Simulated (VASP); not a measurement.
# W (Pm-3m) in VASP: notebook, part 2 of 2

VASP 6.6.1. Earlier steps stand in the parts before.

## Step 5: Single point, PBE

This run uses another cell than the first one, of 18.40 Å³/atom, 1.045 times its volume.

INCAR reads:

```
PREC = Accurate ; ENCUT = 520
EDIFF = 1E-6 ; ISMEAR = -1
SIGMA = 0.05 ; LREAL = False
LASPH = True ; NELM = 100
ALGO = Normal ; ISIF = 2
LWAVE = False ; LCHARG = True
GGA = PE ; LELF = True
LVHAR = True ; NBANDS = 13
```

KPOINTS reads:

```
regular mesh
0
Gamma
  9 9 9
```

POSCAR reads:

```
W
1.0
    2.6398408612      0.0000000000      0.0000000000
    0.0000000000      2.6398408612      0.0000000000
    0.0000000000      0.0000000000      2.6398408612
W
1
Direct
    0.0000000000      0.0000000000      0.0000000000
```

Potentials or basis: VASP PAW PBE potentials, release 64 (W_sv).

Run with:

```console
$ cat potpaw_PBE.64/W_sv/POTCAR > POTCAR
$ mpirun -np 1 vasp_std > vasp.out
```

OUTCAR:

```text
PREC = Accurate
   ENCUT = 520
   EDIFF = 1E-6
   ISMEAR = -1
   LREAL = False
   LASPH = True
   NELM = 100
   ISIF = 2
   GGA = PE

 ion  position               nearest neighbor table
   1  0.000  0.000  0.000-

  LATTYP: Found a simple cubic cell.
 ALAT       =     2.6398408612

  Lattice vectors:

 A1 = (   2.6398408612,   0.0000000000,   0.0000000000)
 A2 = (   0.0000000000,   2.6398408612,   0.0000000000)
 A3 = (   0.0000000000,   0.0000000000,   2.6398408612)

Analysis of symmetry for initial positions (statically):
=====================================================================
 Subroutine PRICEL returns:
 Original cell was already a primitive cell.

 Routine SETGRP: Setting up the symmetry group for a
 simple cubic supercell.

 Subroutine GETGRP returns: Found 48 space group operations
 (whereof 48 operations were pure point group operations)
 out of a pool of 48 trial point group operations.

The static configuration has the point symmetry O_h .

Analysis of symmetry for dynamics (positions and initial velocities):
=====================================================================
 Subroutine PRICEL returns:
 Original cell was already a primitive cell.

 Routine SETGRP: Setting up the symmetry group for a
 simple cubic supercell.

 Subroutine GETGRP returns: Found 48 space group operations
 (whereof 48 operations were pure point group operations)
 out of a pool of 48 trial point group operations.

The dynamic configuration has the point symmetry O_h .

 Subroutine INISYM returns: Found 48 space group operations
 (whereof 48 operations are pure point group operations),
 and found     1 'primitive' translations

----------------------------------------------------------------------------------------

                                     Primitive cell
[... 107 lines left out ...]
   IMIX   =      4    mixing-type and parameters
     AMIX     =   0.40;   BMIX     =  1.00
     AMIX_MAG =   1.60;   BMIX_MAG =  1.00
  volume/ion in A,a.u.               =      18.40       124.15
  Fermi-wavevector in a.u.,A,eV,Ry     =   1.494651  2.824481 30.395160  2.233981
  Thomas-Fermi vector in A             =   2.606896
   LORBIT       =      0    0 simple, 1 ext, 2 COOP (PROOUT), +10 PAW based schemes
   GGA     = PE    functional components
   LHFCALC =     F    Hartree Fock is set to
   AEXX    =    0.0000 exact exchange contribution
   IVDW    =     0    specifies the selected vdW correction
   LEPSILON=     F    determine dielectric tensor
   LRPA    =     F    only Hartree local field effects (RPA)
 non-spin polarized calculation
  energy-cutoff  :      520.00
  volume of cell :       18.40
 maximum number of plane-waves:       509
 NGX is ok and might be reduce to    20
   NGX =  9   NGY =  9   NGZ =  9

 number of electron      13.9999998 magnetization

 Free energy of the ion-electron system (eV)
  ---------------------------------------------------
  ext. energy  EPLUGINS =         0.00000000
  ---------------------------------------------------
  free energy    TOTEN  =       -11.49487339 eV

  energy without entropy =      -11.48087208  energy(sigma->0) =      -11.48787274

 E-fermi :   9.4267     XC(G=0): -12.6640

 val. band max:        9.3697916359   @ k =   0.4444   0.4444   0.2222
 cond. band min:       9.4668807645   @ k =   0.4444   0.3333   0.1111
 fundamental gap:      0.0970891286
 Fermi energy:         9.4267009849

 k-point     1 :       0.0000    0.0000    0.0000
  band No.  band energies     occupation
      1     -64.7708      2.00000
      2     -28.3904      2.00000
      3     -28.3904      2.00000
      4     -28.3904      2.00000
      5       0.7643      2.00000
      6       5.0262      2.00000
      7       5.0262      2.00000
      8      13.9961      0.00000
      9      13.9961      0.00000
     10      13.9961      0.00000
     11      23.9143      0.00000
     12      23.9143      0.00000
     13      23.9143      0.00000
[... 354 lines left out ...]
  band No.  band energies     occupation
      1     -64.5998      2.00000
      2     -29.4634      2.00000
      3     -29.1776      2.00000
      4     -28.3445      2.00000
      5       4.7766      2.00000
      6       6.6789      2.00000
      7       9.4669      0.61851
      8       9.9102      0.00013
      9      11.9287      0.00000
     10      14.2171      0.00000
     11      18.6957      0.00000
     12      23.4162      0.00000
     13      25.2158      0.00000

 [... further k-points ...]
[... 5 lines left out ...]
  --------------------------------------------------------------------------------------
  -------------------------------------------------------------------------------------
  Total        0.0684129      0.0684129      0.0684129      0.0000000      0.0000000     -0.0000000
  in kB        5.9582022      5.9582022      5.9582022      0.0000000      0.0000000     -0.0000000
  external PRESSURE =       5.9582022 kB  Pullay stress =       0.0000000 kB

 VOLUME and BASIS-vectors are now :
 -----------------------------------------------------------------------------
  energy-cutoff  :      520.00
  volume of cell :       18.40
      direct lattice vectors                 reciprocal lattice vectors
     2.639840861  0.000000000  0.000000000     0.378810713  0.000000000  0.000000000
     0.000000000  2.639840861  0.000000000     0.000000000  0.378810713  0.000000000
     0.000000000  0.000000000  2.639840861     0.000000000  0.000000000  0.378810713

 POSITION                                       TOTAL-FORCE (eV/Angst)
 -----------------------------------------------------------------------------------
      0.00000      0.00000      0.00000         0.000000      0.000000      0.000000
 -----------------------------------------------------------------------------------
    total drift:                                0.000000      0.000000      0.000000

  FREE ENERGIE OF THE ION-ELECTRON SYSTEM (eV)
  ---------------------------------------------------
  free  energy   TOTEN  =       -11.4948733918 eV

  energy  without entropy=      -11.4808720820  energy(sigma->0) =      -11.48787274
```

OSZICAR:

```text
N       E                     dE             d eps       ncg     rms          rms(c)
DAV:   1     0.891263839248E+02    0.89126E+02   -0.74968E+03   918   0.119E+03
DAV:   2    -0.100673010489E+02   -0.99194E+02   -0.94230E+02  1010   0.309E+02
DAV:   3    -0.119019918300E+02   -0.18347E+01   -0.18252E+01  1025   0.413E+01
DAV:   4    -0.119124322965E+02   -0.10440E-01   -0.10437E-01  1000   0.334E+00
DAV:   5    -0.119125374862E+02   -0.10519E-03   -0.10519E-03  1055   0.329E-01    0.171E+01
DAV:   6    -0.115700497596E+02    0.34249E+00   -0.33886E-01   930   0.712E+00    0.712E+00
DAV:   7    -0.114975563195E+02    0.72493E-01   -0.14807E-01   995   0.452E+00    0.555E-01
DAV:   8    -0.114948943150E+02    0.26620E-02   -0.45273E-03   935   0.847E-01    0.300E-02
DAV:   9    -0.114948792123E+02    0.15103E-04   -0.77416E-05  1100   0.115E-01    0.433E-02
DAV:  10    -0.114948736496E+02    0.55627E-05   -0.18966E-05   975   0.548E-02    0.688E-03
DAV:  11    -0.114948733918E+02    0.25784E-06   -0.34351E-07   645   0.692E-03
   1 F= -.11494873E+02 E0= -.11487873E+02  d E =-.140013E-01
```

It took 10 s on 1 thread of Intel Xeon 8259CL, shared host; peak memory 0.13 GiB.

What came out:

| Property | Result |
| --- | --- |
| Free energy | -11.4949 eV |
| Pressure | 0.6 GPa |
| Band gap on the k mesh | zero (band 7 reaches 11.05 eV, above the bottom of band 8 at 8.82 eV) |

Levels at points of the mesh, in eV from the Fermi level:
| k point | band 3 | band 4 | band 5 | band 6 | band 7 | band 8 | band 9 | band 10 | band 11 | band 12 |
| --- | --- | --- | --- | --- | --- | --- | --- | --- | --- | --- |
| (0.00, 0.00, 0.00) | -37.82 | -37.82 | -8.66 | -4.40 | -4.40 | 4.57 | 4.57 | 4.57 | 14.49 | 14.49 |

Caveat: spin-orbit coupling is left out, which moves the levels of the heavy elements.

## Step 6: Summary

```csv
cell,gap on the mesh (eV),pressure (GPa)
"a = 2.601 Å, 1 atom",none,10.8
"a = 2.568 Å, 1 atom",none,21.1
"a = 2.540 Å, 1 atom",none,31.3
"a = 2.640 Å, 1 atom",none,0.6
```

Alike in all rows: task single point; level PBE; potentials or basis VASP PAW PBE potentials, release 64 (W_sv); no spin polarisation; k mesh 9 × 9 × 9; cutoff (eV) 520; smearing fermi-dirac 0.05 eV.

Caveats: spin-orbit coupling is left out, which moves the levels of the heavy elements.

Total energies depend on the potentials used, so only differences within one code and one set of settings carry meaning.
